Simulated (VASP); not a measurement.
# La4ZrO (F-43m) in VASP: notebook

The runs below take La4ZrO through single point, with PBE.

Program: VASP 6.6.1. These are calculated values, not measurements. Logs are shortened: lines on timing, memory, paths and dates and some standing lists are left out, and cuts for length are marked.

## 1. The cell of the first run

The structure is cubic, space group F-43m (No. 216). The conventional cell has a = 10.219 Å, b = 10.219 Å, c = 10.219 Å, α = 90.00°, β = 90.00°, γ = 90.00°. La (site symmetry 3m) has 1 O at 2.27 Å within 3.0 Å. Within 5.6 Å of Zr (site symmetry -43m) lie 12 La at 4.25 Å and 4 O at 4.43 Å. O (site symmetry -43m) has 4 La at 2.27 Å within 3.0 Å.

The cell was built from a structure type or drawn by symmetry, and may not be a known phase.

## 2. Single point, PBE, collinear spin

The input, INCAR:

```
PREC = Accurate
ENCUT = 520
EDIFF = 1E-6
ISMEAR = 0
SIGMA = 0.1
LREAL = False
LASPH = True
NELM = 150
ALGO = Normal
ISIF = 2
LWAVE = False
LCHARG = False
ISPIN = 2
MAGMOM = -0.14 -0.14 -0.14 -0.14 2.26 0
LORBIT = 11
LMAXMIX = 6
GGA = PE
NBANDS = 44
```

The input, KPOINTS:

```
Automatic mesh
0
Gamma
  6 6 6
```

The input, POSCAR:

```
La4ZrO
1.0
    0.0000000000      5.1095863507      5.1095863507
    5.1095863507      0.0000000000      5.1095863507
    5.1095863507      5.1095863507      0.0000000000
La Zr O
4 1 1
Direct
    0.3783781650      0.8648655051      0.3783781650
    0.3783781650      0.3783781650      0.3783781650
    0.8648655051      0.3783781650      0.3783781650
    0.3783781650      0.3783781650      0.8648655051
    0.0000000000      0.0000000000      0.0000000000
    0.2500000000      0.2500000000      0.2500000000
```

Potentials or basis: VASP PAW PBE potentials, release 64 (La, Zr_sv, O).

Started as:

```console
$ cat potpaw_PBE.64/La/POTCAR potpaw_PBE.64/Zr_sv/POTCAR potpaw_PBE.64/O/POTCAR > POTCAR
$ mpirun -np 1 vasp_std > vasp.out
```

OUTCAR:

```text
PREC = Accurate
   ENCUT = 520
   EDIFF = 1E-6
   ISMEAR = 0
   LREAL = False
   LASPH = True
   NELM = 150
   ISIF = 2
   ISPIN = 2
   LORBIT = 11
   GGA = PE

 ion  position               nearest neighbor table
   1  0.378  0.865  0.378-   6 2.27   3 3.52   4 3.52   2 3.52
   2  0.378  0.378  0.378-   6 2.27   3 3.52   4 3.52   1 3.52
   3  0.865  0.378  0.378-   6 2.27   2 3.52   4 3.52   1 3.52
   4  0.378  0.378  0.865-   6 2.27   2 3.52   3 3.52   1 3.52
   5  0.000  0.000  0.000-
   6  0.250  0.250  0.250-   4 2.27   3 2.27   1 2.27   2 2.27

  LATTYP: Found a face centered cubic cell.
 ALAT       =    10.2191727014

  Lattice vectors:

 A1 = (   0.0000000000,   5.1095863507,   5.1095863507)
 A2 = (   5.1095863507,   0.0000000000,   5.1095863507)
 A3 = (   5.1095863507,   5.1095863507,   0.0000000000)

Analysis of symmetry for initial positions (statically):
=====================================================================
 Subroutine PRICEL returns:
 Original cell was already a primitive cell.

 Routine SETGRP: Setting up the symmetry group for a
 face centered cubic supercell.

 Subroutine GETGRP returns: Found 24 space group operations
 (whereof 24 operations were pure point group operations)
 out of a pool of 48 trial point group operations.

The static configuration has the point symmetry T_d .

Analysis of symmetry for dynamics (positions and initial velocities):
=====================================================================
 Subroutine PRICEL returns:
 Original cell was already a primitive cell.

 Routine SETGRP: Setting up the symmetry group for a
 face centered cubic supercell.

 Subroutine GETGRP returns: Found 24 space group operations
 (whereof 24 operations were pure point group operations)
 out of a pool of 48 trial point group operations.

The dynamic configuration has the point symmetry T_d .

Analysis of structural, dynamic, and magnetic symmetry:
=====================================================================
 Subroutine PRICEL returns:
 Original cell was already a primitive cell.

 Routine SETGRP: Setting up the symmetry group for a
 face centered cubic supercell.

 Subroutine GETGRP returns: Found 24 space group operations
 (whereof 24 operations were pure point group operations)
 out of a pool of 48 trial point group operations.

The overall configuration has the point symmetry T_d .

 Subroutine INISYM returns: Found 24 space group operations
 (whereof 24 operations are pure point group operations),
 and found     1 'primitive' translations

----------------------------------------------------------------------------------------

                                     Primitive cell

  volume of cell :     266.8009

  direct lattice vectors                    reciprocal lattice vectors
     0.000000000  5.109586351  5.109586351    -0.097855279  0.097855279  0.097855279
     5.109586351  0.000000000  5.109586351     0.097855279 -0.097855279  0.097855279
     5.109586351  5.109586351  0.000000000     0.097855279  0.097855279 -0.097855279

  length of vectors
     7.226046315  7.226046315  7.226046315     0.169490316  0.169490316  0.169490316

  position of ions in fractional coordinates (direct lattice)
     0.378378165  0.864865505  0.378378165
     0.378378165  0.378378165  0.378378165
     0.864865505  0.378378165  0.378378165
     0.378378165  0.378378165  0.864865505
     0.000000000  0.000000000  0.000000000
     0.250000000  0.250000000  0.250000000

  ion indices of the primitive-cell ions
   primitive index   ion index
                 1           1
                 2           2
                 3           3
                 4           4
[... 28 lines left out ...]

 Following reciprocal coordinates:
            Coordinates               Weight
  0.000000  0.000000  0.000000      1.000000
  0.166667  0.000000  0.000000      8.000000
  0.333333  0.000000  0.000000      8.000000
  0.500000  0.000000  0.000000      4.000000
  0.166667  0.166667  0.000000      6.000000
  0.333333  0.166667  0.000000     24.000000
[... 8 lines left out ...]
 -0.333333  0.333333  0.166667     24.000000
 -0.333333  0.500000  0.166667     12.000000
   k-points           NKPTS =     16   k-points in BZ     NKDIM =     16   number of bands    NBANDS=     44
   number of dos      NEDOS =    301   number of ions     NIONS =      6
   total plane-waves  NPLWV = 157464
   dimension x,y,z NGX =    54 NGY =   54 NGZ =   54
   dimension x,y,z NGXF=   108 NGYF=  108 NGZF=  108
   ions per type =               4   1   1
   NGX,Y,Z   is equivalent  to a cutoff of  12.42, 12.42, 12.42 a.u.
   NGXF,Y,Z  is equivalent  to a cutoff of  24.85, 24.85, 24.85 a.u.
 SYSTEM =  unknown system
   PREC   = accura    normal or accurate (medium, high low for compatibility)
   ISTART =      0    job   : 0-new  1-cont  2-samecut
   ICHARG =      2    charge: 1-file 2-atom 10-const
   ISPIN  =      2    spin polarized calculation?
   LNONCOLLINEAR =      F non collinear calculations
   LSORBIT =      F    spin-orbit coupling
   LASPH  =      T    aspherical Exc in radial PAW
   ENCUT  =  520.0 eV  38.22 Ry    6.18 a.u.  13.44 13.44 13.44*2*pi/ulx,y,z
   NELM   =    150;   NELMIN=  2; NELMDL= -5     # of ELM steps
   EDIFF  = 0.1E-05   stopping-criterion for ELM
   LREAL  =      F    real-space projection
   EDIFFG = 0.1E-04   stopping-criterion for IOM
   NSW    =      0    number of steps for IOM
   IBRION =     -1    ionic relax: 0-MD 1-quasi-New 2-CG
   NFREE  =      0    steps in history (QN), initial steepest desc. (CG)
   ISIF   =      2    stress and relaxation
   ISYM   =      2    0-nonsym 1-usesym 2-fastsym
   POTIM  = 0.5000    time-step for ionic-motion
   TEBEG  =    0.0;   TEEND  =   0.0 temperature during run
   PSTRESS=    0.0 pullay stress
   NELECT =      62.0000    total number of electrons
   NUPDOWN=      -1.0000    fix difference up-down
   EMIN   =  10.00;   EMAX   =-10.00  energy-range for DOS
   EFERMI =   0.00;   METHOD = LEGACY
   ISMEAR =     0;   SIGMA  =   0.10  broadening in eV -4-tet -1-fermi 0-gaus
   EFERMI_NEDOS =   21; number of points for ismear=-14 and -15
   IALGO  =     38    algorithm
   IMIX   =      4    mixing-type and parameters
     AMIX     =   0.40;   BMIX     =  1.00
     AMIX_MAG =   1.60;   BMIX_MAG =  1.00
  volume/ion in A,a.u.               =      44.47       300.08
  Fermi-wavevector in a.u.,A,eV,Ry     =   1.006490  1.901991 13.783015  1.013023
  Thomas-Fermi vector in A             =   2.139236
   LORBIT       =     11    0 simple, 1 ext, 2 COOP (PROOUT), +10 PAW based schemes
   GGA     = PE    functional components
   LHFCALC =     F    Hartree Fock is set to
   AEXX    =    0.0000 exact exchange contribution
   IVDW    =     0    specifies the selected vdW correction
   LEPSILON=     F    determine dielectric tensor
   LRPA    =     F    only Hartree local field effects (RPA)
 spin polarized calculation
 Gauss-broadening in eV      SIGMA  =   0.10
  energy-cutoff  :      520.00
  volume of cell :      266.80
 maximum number of plane-waves:      7239
 NGX is ok and might be reduce to    54
   NGX = 27   NGY = 27   NGZ = 27

 number of electron      62.0000008 magnetization       0.8993510

 Free energy of the ion-electron system (eV)
  ---------------------------------------------------
  ext. energy  EPLUGINS =         0.00000000
  ---------------------------------------------------
  free energy    TOTEN  =       -31.79743258 eV

  energy without entropy =      -31.75649525  energy(sigma->0) =      -31.77696391

 E-fermi :   4.3987     XC(G=0):  -7.9611

 val. band max:        4.3923643884   @ k =   0.3333   0.0000   0.0000
 cond. band min:       4.4078994785   @ k =   0.3333   0.1667   0.0000
 fundamental gap:      0.0155350901
 Fermi energy:         4.3986797204

 spin component 1

 k-point     1 :       0.0000    0.0000    0.0000
  band No.  band energies     occupation
      1     -45.6567      1.00000
      2     -28.7745      1.00000
      3     -28.5300      1.00000
      4     -28.5300      1.00000
      5     -28.5300      1.00000
      6     -23.6830      1.00000
[... 725 lines left out ...]
     42       5.8943      0.00000
     43       5.9195      0.00000
 Fermi energy:         4.3986797204

 spin component 2

 k-point     1 :       0.0000    0.0000    0.0000
  band No.  band energies     occupation
      1     -44.8146      1.00000
      2     -28.8931      1.00000
      3     -28.6348      1.00000
      4     -28.6348      1.00000
      5     -28.6348      1.00000
      6     -22.6938      1.00000
[... 725 lines left out ...]
     42       5.8353      0.00000
     43       5.8374      0.00000
 [bands above 43 left out]

------------------------ aborting loop because EDIFF is reached ----------------------------------------

  FORCE on cell =-STRESS in cart. coord.  units (eV):
  Direction    XX          YY          ZZ          XY          YZ          ZX
  --------------------------------------------------------------------------------------
  -------------------------------------------------------------------------------------
  Total       -0.0158978     -0.0158978     -0.0158978     -0.0000000      0.0000000      0.0000000
  in kB       -0.0954683     -0.0954683     -0.0954683     -0.0000000      0.0000000      0.0000000
  external PRESSURE =      -0.0954683 kB  Pullay stress =       0.0000000 kB

 VOLUME and BASIS-vectors are now :
 -----------------------------------------------------------------------------
  energy-cutoff  :      520.00
  volume of cell :      266.80
      direct lattice vectors                 reciprocal lattice vectors
     0.000000000  5.109586351  5.109586351    -0.097855279  0.097855279  0.097855279
     5.109586351  0.000000000  5.109586351     0.097855279 -0.097855279  0.097855279
     5.109586351  5.109586351  0.000000000     0.097855279  0.097855279 -0.097855279

 POSITION                                       TOTAL-FORCE (eV/Angst)
 -----------------------------------------------------------------------------------
      6.35246      3.86671      6.35246         0.019243     -0.019243      0.019243
      3.86671      3.86671      3.86671        -0.019243     -0.019243     -0.019243
      3.86671      6.35246      6.35246        -0.019243      0.019243      0.019243
      6.35246      6.35246      3.86671         0.019243      0.019243     -0.019243
      0.00000      0.00000      0.00000        -0.000000     -0.000000     -0.000000
      2.55479      2.55479      2.55479        -0.000000     -0.000000     -0.000000
 -----------------------------------------------------------------------------------
    total drift:                               -0.000001     -0.000001     -0.000001

  FREE ENERGIE OF THE ION-ELECTRON SYSTEM (eV)
  ---------------------------------------------------
  free  energy   TOTEN  =       -31.7974325771 eV

  energy  without entropy=      -31.7564952471  energy(sigma->0) =      -31.77696391

 total charge

# of ion       s       p       d       f       tot
--------------------------------------------------
    1        2.043   5.596   0.795   0.176   8.611
    2        2.043   5.596   0.795   0.176   8.611
    3        2.043   5.596   0.795   0.176   8.611
    4        2.043   5.596   0.795   0.176   8.611
    5        2.181   5.908   1.482   0.000   9.571
    6        1.585   3.502   0.000   0.000   5.088
--------------------------------------------------
tot         11.940  31.796   4.660   0.705  49.101

 magnetization (x)

# of ion       s       p       d       f       tot
--------------------------------------------------
    1       -0.011  -0.011  -0.168  -0.067  -0.257
    2       -0.011  -0.011  -0.168  -0.067  -0.257
    3       -0.011  -0.011  -0.168  -0.067  -0.257
    4       -0.011  -0.011  -0.168  -0.067  -0.257
    5        0.026   0.032   1.255   0.000   1.313
    6       -0.006  -0.022   0.000   0.000  -0.028
--------------------------------------------------
tot         -0.024  -0.033   0.584  -0.270   0.257
```

Wall time 13 min (1 thread of Intel Xeon Platinum 8488C (Sapphire Rapids), shared host); peak memory 0.69 GiB.

What came out:

- Free energy: -31.7974 eV
- Pressure: 0.0 GPa
- Largest force: 0.033 eV/Å
- Net moment: 0.90 μB per cell
- Site moments: La -0.26; Zr +1.31; O -0.03 μB
- Valence electrons inside the program's atomic spheres: La 8.61; Zr 9.57; O 5.09

Forces on the atoms (eV/Å):
```
La   0.019 -0.019  0.019
La  -0.019 -0.019 -0.019
La  -0.019  0.019  0.019
La   0.019  0.019 -0.019
Zr   0.000  0.000  0.000
O    0.000  0.000  0.000
```

Levels at points of the mesh, in eV from the Fermi level:
Spin up:
| k point | band 29 | band 30 | band 31 | band 32 | band 33 | band 34 |
| --- | --- | --- | --- | --- | --- | --- |
| (0.00, 0.00, 0.00) | -0.32 | -0.32 | -0.32 | -0.21 | -0.21 | 0.39 |
| (0.50, 0.00, 0.00) | -0.51 | -0.26 | -0.26 | 0.23 | 0.23 | 0.48 |
| (0.50, 0.50, 0.00) | -0.40 | -0.29 | -0.26 | 0.11 | 0.11 | 0.51 |
Spin down:
```tsv
k point	band 28	band 29	band 30	band 31	band 32	band 33
(0.00, 0.00, 0.00)	-0.41	-0.41	-0.23	-0.23	-0.23	-0.13
(0.50, 0.00, 0.00)	-0.35	-0.31	-0.31	0.15	0.15	0.57
(0.50, 0.50, 0.00)	-0.28	-0.23	-0.23	-0.12	0.28	0.47
```

Caveat: spin-orbit coupling is left out, which moves the levels of the heavy elements.

## 3. Single point, PBE

This run uses another cell than the first one, of 26.11 Å³/atom.

The input, INCAR:

```
SYSTEM = La4ZrO
PREC = Accurate ; ENCUT = 520
EDIFF = 1E-6 ; ISMEAR = 0
SIGMA = 0.1 ; LREAL = .False.
LASPH = .True. ; NELM = 80
ALGO = Normal ; ISIF = 2
LWAVE = .False. ; LCHARG = .False.
GGA = PE ; NBANDS = 40
```

The input, KPOINTS:

```
Automatic mesh
0
Gamma
  4 4 4
  0 0 0
```

The input, POSCAR:

```
La4ZrO
1.0
    0.0000000000      4.2789283600      4.2789283600
    4.2789283600      0.0000000000      4.2789283600
    4.2789283600      4.2789283600      0.0000000000
La Zr O
4 1 1
Direct
    0.6261573600      0.6261573600      0.6261573600
    0.6261573600      0.6261573600      0.1215279300
    0.6261573600      0.1215279300      0.6261573600
    0.1215279300      0.6261573600      0.6261573600
    0.0000000000      0.0000000000      0.0000000000
    0.7500000000      0.7500000000      0.7500000000
```

Potentials or basis: VASP PAW PBE potentials, release 64 (La, Zr_sv, O).

Started as:

```console
$ cat potpaw_PBE.64/La/POTCAR potpaw_PBE.64/Zr_sv/POTCAR potpaw_PBE.64/O/POTCAR > POTCAR
$ mpirun -np 1 vasp_std > vasp.out
```

It took 2.9 min on 1 thread of AMD EPYC 7R13, shared host; peak memory 0.33 GiB.

It converged, with:

| Property | Result |
| --- | --- |
| Free energy | -21.6942 eV |
| Pressure | 43.2 GPa |
| Largest force | 12.240 eV/Å |
| Band gap on the k mesh | zero (bands 31 and 32 overlap by 0.90 eV) |

Forces on the atoms (eV/Å):
```
La  -7.067 -7.067 -7.067
La   7.067  7.067 -7.067
La   7.067 -7.067  7.067
La  -7.067  7.067  7.067
Zr   0.000  0.000  0.000
O    0.000  0.000  0.000
```

Levels at points of the mesh, in eV from the Fermi level:
```
           k point  band 28  band 29  band 30  band 31  band 32  band 33  band 34  band 35
(0.00, 0.00, 0.00)    -1.05    -0.69    -0.69    -0.49    -0.49    -0.49     0.37     1.19
(0.50, 0.00, 0.00)    -0.51    -0.51    -0.30    -0.30     0.29     0.29     0.70     0.93
(0.50, 0.50, 0.00)    -0.72    -0.72    -0.60     0.41     0.48     0.48     0.80     0.87
```

Caveat: the cell stands under pressure; spin-orbit coupling is left out, which moves the levels of the heavy elements; forces of over 1 eV/Å act on the atoms, so gaps and moduli don't describe the material at rest.
